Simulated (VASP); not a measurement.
## Ti2C: single point with LDA

The system is Ti2C.

```xyz
3
Lattice="1.4447 0.8341 4.3801 -1.4447 0.8341 4.3801 0.0000 -1.6681 4.3801" Properties=species:S:1:pos:R:3 pbc="T T T"
Ti    0.0000    0.0000    3.3118
Ti    0.0000    0.0000    9.8284
C     0.0000    0.0000    6.5701
```

- Program: VASP 6.6.1
- Task: single point
- Functional: LDA
- Potentials or basis: VASP PAW LDA potentials, release 64 (Ti_sv, C_h)
- Cutoff: 1300 eV
- k mesh: 14 × 14 × 14
- Occupations: fermi-dirac, width 0.05 eV
- Spin: no spin polarisation

The pressure is 37.3 GPa, the largest force is 0.065 eV/Å and the band gap on the k mesh is zero (bands 14 and 15 overlap by 0.96 eV).

Forces in eV/Å, atoms in the order of the input:
```
Ti   0.000  0.000  0.065
Ti   0.000  0.000 -0.065
C    0.000  0.000  0.000
```

Stress tensor (GPa, compression positive):
```
37.34  0.00  0.00
 0.00 37.34  0.00
 0.00  0.00 37.20
```

Levels at points of the mesh, in eV from the Fermi level:
```csv
k point,band 11,band 12,band 13,band 14,band 15,band 16,band 17,band 18
"(0.00, 0.00, 0.00)",-2.72,-2.72,-1.25,0.44,0.44,1.39,2.56,2.56
"(0.50, 0.00, 0.00)",-3.59,-2.42,-1.48,-1.19,0.55,1.82,2.91,3.89
"(0.50, 0.50, 0.00)",-3.07,-2.82,-2.27,-0.96,1.60,3.12,3.77,4.06
"(0.50, 0.50, 0.50)",-2.36,-2.36,-0.48,0.00,0.97,0.97,2.08,2.08
```

Wall time 15 min on 1 thread of Intel(R) Xeon(R) Platinum 8488C (Sapphire Rapids), on a shared host, peak memory 0.86 GiB.

Caveat: the cell stands under pressure.
